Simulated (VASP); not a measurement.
# Al2Si (P4_2/mmc) in VASP: notebook

Runs on Al2Si. Level: PBE. Tasks: single point, relaxation of cell and atoms.

Program: VASP 6.6.1. These are calculated values, not measurements. Logs are shortened: lines on timing, memory, paths and dates and some standing lists are left out, and cuts for length are marked.

## (1) The cell of the first run

Symmetry: P4_2/mmc, No. 131, tetragonal system. Conventional cell: a = 4.607 Å, b = 4.607 Å, c = 4.493 Å, α = 90.00°, β = 90.00°, γ = 90.00°. Within 2.7 Å of Al (site symmetry m2m) lie 6 Al at 2.01 to 2.66 Å and 4 Si at 2.51 to 2.60 Å. Si (site symmetry mmm) has 8 Al at 2.51 to 2.60 Å within 3.3 Å.

## (2) Single point, PBE

The input, INCAR:

```
SYSTEM = Al2Si
PREC     = Accurate       ! precision mode
ENCUT    = 520            ! plane-wave cutoff, eV
EDIFF    = 1E-7           ! SCF threshold, eV
ISMEAR   = 0              ! smearing method
SIGMA    = 0.1            ! smearing width, eV
LREAL    = .FALSE.        ! projectors in reciprocal space
LASPH    = .TRUE.         ! aspherical terms in the spheres
NELM     = 100            ! most SCF steps
ALGO     = Normal         ! electronic algorithm
ISIF     = 2              ! what is computed and relaxed
LWAVE    = .FALSE.        ! write WAVECAR
LCHARG   = .FALSE.        ! write CHGCAR
GGA      = PE             ! functional
NBANDS   = 19             ! bands
```

The input, KPOINTS:

```
Automatic mesh
0
G
  4 4 4
  0 0 0
```

The input, POSCAR:

```
Al2Si
1.0
    4.6067010000      0.0000000000      0.0000000000
    0.0000000000      4.6067010000      0.0000000000
    0.0000000000      0.0000000000      4.4932851900
Al Si
4 2
Direct
    0.2821082700      0.5000000000      0.0000000000
    0.7178917300      0.5000000000      0.0000000000
    0.5000000000      0.2821082700      0.5000000000
    0.5000000000      0.7178917300      0.5000000000
    0.0000000000      0.5000000000      0.5000000000
    0.5000000000      0.0000000000      0.0000000000
```

Potentials or basis: VASP PAW PBE potentials, release 64 (Al, Si).

Started as:

```sh
cat potpaw_PBE.64/Al/POTCAR potpaw_PBE.64/Si/POTCAR > POTCAR
mpirun -np 1 vasp_std > vasp.out
```

OUTCAR:

```text
SYSTEM = Al2Si
   PREC = Accurate
   ENCUT = 520
   EDIFF = 1E-7
   ISMEAR = 0
   LREAL = .FALSE.
   LASPH = .TRUE.
   NELM = 100
   ISIF = 2
   GGA = PE

 ion  position               nearest neighbor table
   1  0.282  0.500  0.000-   2 2.01   6 2.51   6 2.51   5 2.60   5 2.60   2 2.60   4 2.66   3 2.66
                             4 2.66   3 2.66
   2  0.718  0.500  0.000-   1 2.01   6 2.51   6 2.51   5 2.60   5 2.60   1 2.60   3 2.66   4 2.66
                             3 2.66   4 2.66
   3  0.500  0.282  0.500-   4 2.01   5 2.51   5 2.51   6 2.60   6 2.60   4 2.60   2 2.66   2 2.66
                             1 2.66   1 2.66
   4  0.500  0.718  0.500-   3 2.01   5 2.51   5 2.51   6 2.60   6 2.60   3 2.60   1 2.66   2 2.66
                             2 2.66   1 2.66
   5  0.000  0.500  0.500-   3 2.51   4 2.51   3 2.51   4 2.51   1 2.60   2 2.60   1 2.60   2 2.60

   6  0.500  0.000  0.000-   1 2.51   2 2.51   1 2.51   2 2.51   3 2.60   4 2.60   3 2.60   4 2.60

  LATTYP: Found a simple tetragonal cell.
 ALAT       =     4.6067010000
 C/A-ratio  =     0.9753802537

  Lattice vectors:

 A1 = (   4.6067010000,   0.0000000000,   0.0000000000)
 A2 = (   0.0000000000,   4.6067010000,   0.0000000000)
 A3 = (   0.0000000000,   0.0000000000,   4.4932851900)

Analysis of symmetry for initial positions (statically):
=====================================================================
 Subroutine PRICEL returns:
 Original cell was already a primitive cell.

 Routine SETGRP: Setting up the symmetry group for a
 simple tetragonal supercell.

 Subroutine GETGRP returns: Found 16 space group operations
 (whereof  8 operations were pure point group operations)
 out of a pool of 16 trial point group operations.

The static configuration has the point symmetry D_2h.
 The point group associated with its full space group is D_4h.

Analysis of symmetry for dynamics (positions and initial velocities):
=====================================================================
 Subroutine PRICEL returns:
 Original cell was already a primitive cell.

 Routine SETGRP: Setting up the symmetry group for a
 simple tetragonal supercell.

 Subroutine GETGRP returns: Found 16 space group operations
 (whereof  8 operations were pure point group operations)
 out of a pool of 16 trial point group operations.

The dynamic configuration has the point symmetry D_2h.
 The point group associated with its full space group is D_4h.

 Subroutine INISYM returns: Found 16 space group operations
 (whereof  8 operations are pure point group operations),
 and found     1 'primitive' translations

----------------------------------------------------------------------------------------

                                     Primitive cell

  volume of cell :      95.3551

  direct lattice vectors                    reciprocal lattice vectors
     4.606701000  0.000000000  0.000000000     0.217075083  0.000000000  0.000000000
     0.000000000  4.606701000  0.000000000     0.000000000  0.217075083  0.000000000
     0.000000000  0.000000000  4.493285190     0.000000000  0.000000000  0.222554313

  length of vectors
     4.606701000  4.606701000  4.493285190     0.217075083  0.217075083  0.222554313

  position of ions in fractional coordinates (direct lattice)
     0.282108270  0.500000000  0.000000000
     0.717891730  0.500000000  0.000000000
     0.500000000  0.282108270  0.500000000
     0.500000000  0.717891730  0.500000000
     0.000000000  0.500000000  0.500000000
     0.500000000  0.000000000  0.000000000

  ion indices of the primitive-cell ions
   primitive index   ion index
                 1           1
                 2           2
                 3           3
                 4           4
                 5           5
                 6           6

----------------------------------------------------------------------------------------

 KPOINTS: Automatic mesh

Automatic generation of k-mesh.
 Grid dimensions read from file:
 generate k-points for:    4    4    4

 Generating k-lattice:

  Cartesian coordinates                     Fractional coordinates (reciprocal lattice)
     0.054268771  0.000000000  0.000000000     0.250000000  0.000000000  0.000000000
     0.000000000  0.054268771  0.000000000     0.000000000  0.250000000  0.000000000
     0.000000000  0.000000000  0.055638578     0.000000000  0.000000000  0.250000000

  Length of vectors
     0.054268771  0.054268771  0.055638578

  Shift w.r.t. Gamma in fractional coordinates (k-lattice)
     0.000000000  0.000000000  0.000000000

 Subroutine IBZKPT returns following result:
 ===========================================

 Found     18 irreducible k-points:

 Following reciprocal coordinates:
            Coordinates               Weight
  0.000000  0.000000  0.000000      1.000000
  0.250000  0.000000  0.000000      4.000000
  0.500000  0.000000  0.000000      2.000000
  0.250000  0.250000  0.000000      4.000000
  0.500000  0.250000  0.000000      4.000000
  0.500000  0.500000  0.000000      1.000000
[... 10 lines left out ...]
  0.500000  0.250000  0.500000      4.000000
  0.500000  0.500000  0.500000      1.000000
   k-points           NKPTS =     18   k-points in BZ     NKDIM =     18   number of bands    NBANDS=     19
   number of dos      NEDOS =    301   number of ions     NIONS =      6
   total plane-waves  NPLWV =  46656
   dimension x,y,z NGX =    36 NGY =   36 NGZ =   36
   dimension x,y,z NGXF=    72 NGYF=   72 NGZF=   72
   ions per type =               4   2
   NGX,Y,Z   is equivalent  to a cutoff of  12.99, 12.99, 13.32 a.u.
   NGXF,Y,Z  is equivalent  to a cutoff of  25.98, 25.98, 26.64 a.u.
 SYSTEM =  Al2Si
   PREC   = accura    normal or accurate (medium, high low for compatibility)
   ISTART =      0    job   : 0-new  1-cont  2-samecut
   ICHARG =      2    charge: 1-file 2-atom 10-const
   ISPIN  =      1    spin polarized calculation?
   LNONCOLLINEAR =      F non collinear calculations
   LSORBIT =      F    spin-orbit coupling
   LASPH  =      T    aspherical Exc in radial PAW
   ENCUT  =  520.0 eV  38.22 Ry    6.18 a.u.   8.57  8.57  8.35*2*pi/ulx,y,z
   NELM   =    100;   NELMIN=  2; NELMDL= -5     # of ELM steps
   EDIFF  = 0.1E-06   stopping-criterion for ELM
   LREAL  =      F    real-space projection
   EDIFFG = 0.1E-05   stopping-criterion for IOM
   NSW    =      0    number of steps for IOM
   IBRION =     -1    ionic relax: 0-MD 1-quasi-New 2-CG
   NFREE  =      0    steps in history (QN), initial steepest desc. (CG)
   ISIF   =      2    stress and relaxation
   ISYM   =      2    0-nonsym 1-usesym 2-fastsym
   POTIM  = 0.5000    time-step for ionic-motion
   TEBEG  =    0.0;   TEEND  =   0.0 temperature during run
   PSTRESS=    0.0 pullay stress
   NELECT =      20.0000    total number of electrons
   NUPDOWN=      -1.0000    fix difference up-down
   EMIN   =  10.00;   EMAX   =-10.00  energy-range for DOS
   EFERMI =   0.00;   METHOD = LEGACY
   ISMEAR =     0;   SIGMA  =   0.10  broadening in eV -4-tet -1-fermi 0-gaus
   EFERMI_NEDOS =   21; number of points for ismear=-14 and -15
   IALGO  =     38    algorithm
   IMIX   =      4    mixing-type and parameters
     AMIX     =   0.40;   BMIX     =  1.00
     AMIX_MAG =   1.60;   BMIX_MAG =  1.00
  volume/ion in A,a.u.               =      15.89       107.25
  Fermi-wavevector in a.u.,A,eV,Ry     =   0.972680  1.838099 12.872569  0.946107
  Thomas-Fermi vector in A             =   2.102999
   LORBIT       =      0    0 simple, 1 ext, 2 COOP (PROOUT), +10 PAW based schemes
   GGA     = PE    functional components
   LHFCALC =     F    Hartree Fock is set to
   AEXX    =    0.0000 exact exchange contribution
   IVDW    =     0    specifies the selected vdW correction
   LEPSILON=     F    determine dielectric tensor
   LRPA    =     F    only Hartree local field effects (RPA)
 non-spin polarized calculation
 Gauss-broadening in eV      SIGMA  =   0.10
  energy-cutoff  :      520.00
  volume of cell :       95.36
 maximum number of plane-waves:      2584
 NGX is ok and might be reduce to    36
   NGX = 17   NGY = 17   NGZ = 17

 number of electron      20.0000000 magnetization

 Free energy of the ion-electron system (eV)
  ---------------------------------------------------
  ext. energy  EPLUGINS =         0.00000000
  ---------------------------------------------------
  free energy    TOTEN  =       -19.97712040 eV

  energy without entropy =      -19.96695222  energy(sigma->0) =      -19.97203631

 E-fermi :   7.7669     XC(G=0): -10.1316

 val. band max:        7.7360689003   @ k =   0.2500   0.2500   0.0000
 cond. band min:       7.7895402697   @ k =   0.5000   0.0000   0.2500
 fundamental gap:      0.0534713693
 Fermi energy:         7.7669145992

 k-point     1 :       0.0000    0.0000    0.0000
  band No.  band energies     occupation
      1      -4.8211      2.00000
      2       0.0914      2.00000
      3       2.0876      2.00000
      4       2.2342      2.00000
      5       2.2342      2.00000
      6       3.4801      2.00000
[... 11 lines left out ...]
     18      12.7274      0.00000
     19      12.7819      0.00000

 k-point     2 :       0.2500    0.0000    0.0000
  band No.  band energies     occupation
      1      -4.4906      2.00000
      2      -0.9475      2.00000
      3       1.6561      2.00000
      4       2.3805      2.00000
      5       2.4509      2.00000
      6       3.9166      2.00000
[... 11 lines left out ...]
     18      13.4963      0.00000
     19      14.5279      0.00000

 k-point     3 :       0.5000    0.0000    0.0000
  band No.  band energies     occupation
      1      -3.9562      2.00000
      2      -2.0696      2.00000
      3       1.7441      2.00000
      4       2.7304      2.00000
      5       2.8370      2.00000
      6       4.2884      2.00000
[... 302 lines left out ...]
      1      -2.1873      2.00000
      2      -1.4563      2.00000
      3      -1.0133      2.00000
      4       1.0686      2.00000
      5       1.1410      2.00000
      6       2.5700      2.00000
[... 11 lines left out ...]
     18      13.4554      0.00000
     19      14.2540      0.00000

 k-point    18 :       0.5000    0.5000    0.5000
  band No.  band energies     occupation
      1      -1.0067      2.00000
      2      -1.0067      2.00000
      3      -0.8954      2.00000
      4      -0.8954      2.00000
      5       1.4124      2.00000
      6       1.4124      2.00000
[... 11 lines left out ...]
     18      13.3572      0.00000
     19      14.3420      0.00000

------------------------ aborting loop because EDIFF is reached ----------------------------------------

  FORCE on cell =-STRESS in cart. coord.  units (eV):
  Direction    XX          YY          ZZ          XY          YZ          ZX
  --------------------------------------------------------------------------------------
  -------------------------------------------------------------------------------------
  Total       22.2387830     22.2387830      9.5343856     -0.0000000      0.0000000      0.0000000
  in kB      373.6608230    373.6608230    160.1988006     -0.0000000      0.0000000      0.0000000
  external PRESSURE =     302.5068155 kB  Pullay stress =       0.0000000 kB

 VOLUME and BASIS-vectors are now :
 -----------------------------------------------------------------------------
  energy-cutoff  :      520.00
  volume of cell :       95.36
      direct lattice vectors                 reciprocal lattice vectors
     4.606701000  0.000000000  0.000000000     0.217075083  0.000000000  0.000000000
     0.000000000  4.606701000  0.000000000     0.000000000  0.217075083  0.000000000
     0.000000000  0.000000000  4.493285190     0.000000000  0.000000000  0.222554313

 POSITION                                       TOTAL-FORCE (eV/Angst)
 -----------------------------------------------------------------------------------
      1.29959      2.30335      0.00000        -7.745185      0.000000      0.000000
      3.30711      2.30335      0.00000         7.745185     -0.000000     -0.000000
      2.30335      1.29959      2.24664        -0.000000     -7.745185      0.000000
      2.30335      3.30711      2.24664        -0.000000      7.745185     -0.000000
      0.00000      2.30335      2.24664        -0.000000      0.000000      0.000000
      2.30335      0.00000      0.00000        -0.000000      0.000000      0.000000
 -----------------------------------------------------------------------------------
    total drift:                               -0.000000     -0.000000     -0.000000

  FREE ENERGIE OF THE ION-ELECTRON SYSTEM (eV)
  ---------------------------------------------------
  free  energy   TOTEN  =       -19.9771203997 eV

  energy  without entropy=      -19.9669522230  energy(sigma->0) =      -19.97203631
```

It took 32 s on 1 thread of Intel Xeon 6975P-C, shared host; peak memory 0.2 GiB.

Results:

```
Free energy            : -19.9771 eV
Pressure               : 30.3 GPa
Largest force          : 7.745 eV/Å
Band gap on the k mesh : zero (band 10 reaches 10.24 eV, above the bottom of band 11 at 7.18 eV)
```

Forces in eV/Å, atoms in the order of the input:
```
Al  -7.745  0.000  0.000
Al   7.745  0.000  0.000
Al   0.000 -7.745  0.000
Al   0.000  7.745  0.000
Si   0.000  0.000  0.000
Si   0.000  0.000  0.000
```

Levels at points of the mesh, in eV from the Fermi level:
```
           k point  band 7  band 8  band 9  band 10  band 11  band 12  band 13  band 14
(0.00, 0.00, 0.00)   -4.01   -0.65   -0.06    -0.06     1.26     1.69     1.69     1.89
(0.50, 0.00, 0.00)   -2.93   -2.44   -1.93    -0.35     0.87     1.56     2.17     3.20
(0.50, 0.50, 0.00)   -2.72   -2.72   -1.52    -1.52     1.05     2.62     3.44     3.44
(0.00, 0.00, 0.50)   -2.65   -2.65   -2.64    -2.64     3.11     3.11     3.53     3.53
(0.50, 0.00, 0.50)   -3.30   -1.13   -0.93     0.06     0.73     2.14     2.35     3.29
(0.50, 0.50, 0.50)   -2.83   -2.83    2.47     2.47     4.40     4.40     4.48     4.48
```

Caveat: forces of over 1 eV/Å act on the atoms, so gaps and moduli don't describe the material at rest.

[end of part 1 of 2]
